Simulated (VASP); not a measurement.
# Sn (Fd-3m) in VASP: further runs

The runs below take Sn through single point, relaxation of cell and atoms, with r2SCAN.

Program: VASP 6.6.1. These are calculated values, not measurements. Logs are shortened: lines on timing, memory, paths and dates and some standing lists are left out, and cuts for length are marked.

**1. The cell of the first run**

The structure is cubic, space group Fd-3m (No. 227). Conventional cell: a = 6.499 Å, b = 6.499 Å, c = 6.499 Å, α = 90.00°, β = 90.00°, γ = 90.00°. Sn (site symmetry -43m) has 4 Sn at 2.81 Å within 3.7 Å.

This isn't the form of Sn at room conditions, which is tetragonal (white tin).

**2. Single point, r2SCAN (equal strain along all axes, cell held: -1.0 %)**

Contents of POSCAR:

```
Sn
1.0
    3.2494432561      3.2494432561      0.0000000000
   -3.2494432561      3.2494432561      0.0000000000
    0.0000000000      0.0000000000      6.4988865122
Sn
4
Direct
    0.0000000000      0.0000000000      0.5000000000
    0.0000000000      0.5000000000      0.2500000000
    0.5000000000      0.5000000000      0.0000000000
    0.5000000000      0.0000000000      0.7500000000
```

Contents of INCAR.step1:

```
SYSTEM = Sn
PREC = Accurate
ENCUT = 520
ISMEAR = 0
SIGMA = 0.1
LREAL = .False.
LASPH = .True.
NELM = 100
NBANDS = 36
GGA = PE
ALGO = Normal
EDIFF = 1E-4
LWAVE = .True.
LCHARG = .False.
```

Contents of INCAR.step2:

```
SYSTEM = Sn
PREC = Accurate
ENCUT = 520
EDIFF = 1E-6
ISMEAR = 0
SIGMA = 0.1
LREAL = .False.
LASPH = .True.
NELM = 100
ALGO = Normal
ISIF = 2
LWAVE = .False.
LCHARG = .False.
METAGGA = R2SCAN
LMIXTAU = .True.
NBANDS = 36
ISTART = 1
```

Contents of KPOINTS:

```
Automatic mesh
0
Gamma
  12 12 8
  0 0 0
```

Potentials or basis: VASP PAW PBE potentials, release 64 (Sn_d).

The run is started by

```bash
> cat potpaw_PBE.64/Sn_d/POTCAR > POTCAR
> cp INCAR.step1 INCAR
> mpirun -np 1 vasp_std > vasp.out
> cp INCAR.step2 INCAR
> mpirun -np 1 vasp_std > vasp.out
```

OUTCAR:

```text
SYSTEM = Sn
   PREC = Accurate
   ENCUT = 520
   EDIFF = 1E-6
   ISMEAR = 0
   LREAL = .False.
   LASPH = .True.
   NELM = 100
   ISIF = 2
   METAGGA = R2SCAN
   ISTART = 1

 ion  position               nearest neighbor table
   1  0.000  0.000  0.500-   2 2.81   4 2.81   2 2.81   4 2.81
   2  0.000  0.500  0.250-   1 2.81   3 2.81   1 2.81   3 2.81
   3  0.500  0.500  0.000-   2 2.81   4 2.81   4 2.81   2 2.81
   4  0.500  0.000  0.750-   1 2.81   3 2.81   3 2.81   1 2.81

  LATTYP: Found a simple tetragonal cell.
 ALAT       =     4.5954067229
 C/A-ratio  =     1.4142135624

  Lattice vectors:

 A1 = (   3.2494432561,   3.2494432561,   0.0000000000)
 A2 = (  -3.2494432561,   3.2494432561,   0.0000000000)
 A3 = (   0.0000000000,   0.0000000000,   6.4988865122)

Analysis of symmetry for initial positions (statically):
=====================================================================
 Subroutine PRICEL returns following result:

  LATTYP: Found a face centered cubic cell.
 ALAT       =     6.4988865122

  Lattice vectors:

 A1 = (   0.0000000000,  -3.2494432561,  -3.2494432561)
 A2 = (   3.2494432561,   0.0000000000,  -3.2494432561)
 A3 = (   3.2494432561,  -3.2494432561,   0.0000000000)

   2 primitive cells build up your supercell.

 Routine SETGRP: Setting up the symmetry group for a
 simple tetragonal supercell.

 Subroutine GETGRP returns: Found 16 space group operations
 (whereof  8 operations were pure point group operations)
 out of a pool of 16 trial point group operations.

The static configuration has the point symmetry D_2d.
 The point group associated with its full space group is D_4h.

Analysis of symmetry for dynamics (positions and initial velocities):
=====================================================================
 Subroutine PRICEL returns following result:

  LATTYP: Found a face centered cubic cell.
 ALAT       =     6.4988865122

  Lattice vectors:

 A1 = (   0.0000000000,  -3.2494432561,  -3.2494432561)
 A2 = (   3.2494432561,   0.0000000000,  -3.2494432561)
 A3 = (   3.2494432561,  -3.2494432561,   0.0000000000)

   2 primitive cells build up your supercell.

 Routine SETGRP: Setting up the symmetry group for a
 simple tetragonal supercell.

 Subroutine GETGRP returns: Found 16 space group operations
 (whereof  8 operations were pure point group operations)
 out of a pool of 16 trial point group operations.

[... 99 lines left out ...]
   ENCUT  =  520.0 eV  38.22 Ry    6.18 a.u.   8.54  8.54 12.08*2*pi/ulx,y,z
   NELM   =    100;   NELMIN=  2; NELMDL=  0     # of ELM steps
   EDIFF  = 0.1E-05   stopping-criterion for ELM
   LREAL  =      F    real-space projection
   EDIFFG = 0.1E-04   stopping-criterion for IOM
   NSW    =      0    number of steps for IOM
   IBRION =     -1    ionic relax: 0-MD 1-quasi-New 2-CG
   NFREE  =      0    steps in history (QN), initial steepest desc. (CG)
   ISIF   =      2    stress and relaxation
   ISYM   =      2    0-nonsym 1-usesym 2-fastsym
   POTIM  = 0.5000    time-step for ionic-motion
   TEBEG  =    0.0;   TEEND  =   0.0 temperature during run
   PSTRESS=    0.0 pullay stress
   NELECT =      56.0000    total number of electrons
   NUPDOWN=      -1.0000    fix difference up-down
   EMIN   =  10.00;   EMAX   =-10.00  energy-range for DOS
   EFERMI =   0.00;   METHOD = LEGACY
   ISMEAR =     0;   SIGMA  =   0.10  broadening in eV -4-tet -1-fermi 0-gaus
   EFERMI_NEDOS =   21; number of points for ismear=-14 and -15
   IALGO  =     38    algorithm
   IMIX   =      4    mixing-type and parameters
     AMIX     =   0.40;   BMIX     =  1.00
     AMIX_MAG =   1.60;   BMIX_MAG =  1.00
  volume/ion in A,a.u.               =      34.31       231.54
  Fermi-wavevector in a.u.,A,eV,Ry     =   1.214251  2.294602 20.060512  1.474406
  Thomas-Fermi vector in A             =   2.349677
   LORBIT       =      0    0 simple, 1 ext, 2 COOP (PROOUT), +10 PAW based schemes
   METAGGA = R2SCAN    functional components
   LHFCALC =     F    Hartree Fock is set to
   AEXX    =    0.0000 exact exchange contribution
   IVDW    =     0    specifies the selected vdW correction
   LEPSILON=     F    determine dielectric tensor
   LRPA    =     F    only Hartree local field effects (RPA)
 non-spin polarized calculation
 Gauss-broadening in eV      SIGMA  =   0.10
  energy-cutoff  :      520.00
  volume of cell :      137.24
 maximum number of plane-waves:      3736
 NGX is ok and might be reduce to    36

 number of electron      56.0000039 magnetization

 Free energy of the ion-electron system (eV)
  ---------------------------------------------------
  ext. energy  EPLUGINS =         0.00000000
  ---------------------------------------------------
  free energy    TOTEN  =       -98.97262377 eV

  energy without entropy =      -98.97228180  energy(sigma->0) =      -98.97245279

 E-fermi :   5.5774     XC(G=0):  -9.5723

 val. band max:        5.5384505096   @ k =   0.0000   0.0000   0.0000
 cond. band min:       5.6652888129   @ k =   0.5000   0.0000   0.5000
 fundamental gap:      0.1268383033
 Fermi energy:         5.5774211380

 k-point     1 :       0.0000    0.0000    0.0000
  band No.  band energies     occupation
      1     -16.9162      2.00000
      2     -16.9162      2.00000
      3     -16.8622      2.00000
      4     -16.8622      2.00000
      5     -16.8622      2.00000
      6     -16.7961      2.00000
[... 925 lines left out ...]
     35      12.4283      0.00000
     36      12.4984      0.00000

 [... further k-points ...]

------------------------ aborting loop because EDIFF is reached ----------------------------------------

  FORCE on cell =-STRESS in cart. coord.  units (eV):
  Direction    XX          YY          ZZ          XY          YZ          ZX
  --------------------------------------------------------------------------------------
  -------------------------------------------------------------------------------------
  Total        1.2074254      1.2074254      1.2009226      0.0000000      0.0000000      0.0000000
  in kB       14.0956144     14.0956144     14.0197007      0.0000000      0.0000000      0.0000000
  external PRESSURE =      14.0703099 kB  Pullay stress =       0.0000000 kB

 VOLUME and BASIS-vectors are now :
 -----------------------------------------------------------------------------
  energy-cutoff  :      520.00
  volume of cell :      137.24
      direct lattice vectors                 reciprocal lattice vectors
     3.249443256  3.249443256  0.000000000     0.153872513  0.153872513  0.000000000
    -3.249443256  3.249443256  0.000000000    -0.153872513  0.153872513  0.000000000
     0.000000000  0.000000000  6.498886512     0.000000000  0.000000000  0.153872513

 POSITION                                       TOTAL-FORCE (eV/Angst)
 -----------------------------------------------------------------------------------
      0.00000      0.00000      3.24944        -0.000000     -0.000000     -0.000000
     -1.62472      1.62472      1.62472         0.000000      0.000000      0.000000
      0.00000      3.24944      0.00000        -0.000000     -0.000000     -0.000000
      1.62472      1.62472      4.87416         0.000000      0.000000      0.000000
 -----------------------------------------------------------------------------------
    total drift:                               -0.000000      0.000000      0.000000

  FREE ENERGIE OF THE ION-ELECTRON SYSTEM (eV)
  ---------------------------------------------------
  free  energy   TOTEN  =       -98.9726237726 eV

  energy  without entropy=      -98.9722817978  energy(sigma->0) =      -98.97245279
```

OUTCAR.step1:

```text
SYSTEM = Sn
   PREC = Accurate
   ENCUT = 520
   ISMEAR = 0
   LREAL = .False.
   LASPH = .True.
   NELM = 100
[... 1183 lines left out ...]
     -1.62472      1.62472      1.62472        -0.000000     -0.000000     -0.000000
      0.00000      3.24944      0.00000         0.000000      0.000000      0.000000
      1.62472      1.62472      4.87416        -0.000000     -0.000000     -0.000000
 -----------------------------------------------------------------------------------
    total drift:                               -0.000000      0.000000      0.000000

  FREE ENERGIE OF THE ION-ELECTRON SYSTEM (eV)
  ---------------------------------------------------
  free  energy   TOTEN  =       -15.2985589226 eV

  energy  without entropy=      -15.2975444313  energy(sigma->0) =      -15.29805168
```

It took 35 min on 1 thread of Intel Xeon 8259CL, shared host; peak memory 0.59 GiB.

Results:

- Free energy: -98.9726 eV
- Pressure: 1.4 GPa
- Band gap on the k mesh: zero (filled and empty bands touch)

Caveat: the cell differs from its parent crystal (equal strain along all axes, cell held: -1.0 %); the PAW data sets were made with another functional, which shifts forces and pressure a little; spin-orbit coupling is left out, which moves the levels of the heavy elements.

**3. Single point, r2SCAN**

This run uses another cell than the first one: it holds 2 atoms, not 4.

Contents of POSCAR:

```
Sn
1.0
    0.0000000000      3.3428022995      3.3428022995
    3.3428022995      0.0000000000      3.3428022995
    3.3428022995      3.3428022995      0.0000000000
Sn
2
Direct
    0.0000000000      0.0000000000      0.0000000000
    0.2500000000      0.2500000000      0.2500000000
```

Contents of INCAR.step1:

```
SYSTEM = Sn
PREC = Accurate
ENCUT = 520
ISMEAR = 0
SIGMA = 0.1
LREAL = .FALSE.
LASPH = .TRUE.
NELM = 60
NBANDS = 21
GGA = PE
ALGO = Normal
EDIFF = 1E-4
LWAVE = .TRUE.
LCHARG = .FALSE.
```

Contents of INCAR.step2:

```
SYSTEM = Sn
PREC = Accurate
ENCUT = 520
EDIFF = 1E-6
ISMEAR = 0
SIGMA = 0.1
LREAL = .FALSE.
LASPH = .TRUE.
NELM = 60
ALGO = Normal
ISIF = 2
LWAVE = .FALSE.
LCHARG = .FALSE.
METAGGA = R2SCAN
LMIXTAU = .TRUE.
NBANDS = 21
ISTART = 1
```

Contents of KPOINTS:

```
regular mesh
0
G
  12 12 12
  0 0 0
```

Potentials or basis: VASP PAW PBE potentials, release 64 (Sn_d).

The run is started by

```bash
> cat potpaw_PBE.64/Sn_d/POTCAR > POTCAR
> cp INCAR.step1 INCAR
> mpirun -np 1 vasp_std > vasp.out
> cp INCAR.step2 INCAR
> mpirun -np 1 vasp_std > vasp.out
```

Wall time 5.8 min (1 thread of AMD EPYC 7R13 (Zen 3), shared host); peak memory 0.24 GiB.

It converged, with:

| Item | Value |
| --- | --- |
| Free energy | -49.4702 eV |
| Pressure | -2.1 GPa |
| Band gap on the k mesh | zero (bands 14 and 15 overlap by 0.05 eV) |

Levels at points of the mesh, in eV from the Fermi level:
```csv
k point,band 12,band 13,band 14,band 15,band 16,band 17
"(0.00, 0.00, 0.00)",-0.96,0.05,0.05,0.05,2.25,2.25
"(0.50, 0.00, 0.00)",-6.23,-1.09,-1.09,0.00,3.37,3.37
"(0.50, 0.50, 0.00)",-7.52,-2.35,-2.35,1.05,1.05,7.62
```

Caveat: the PAW data sets were made with another functional, which shifts forces and pressure a little; spin-orbit coupling is left out, which moves the levels of the heavy elements.

[end of part 1 of 2]
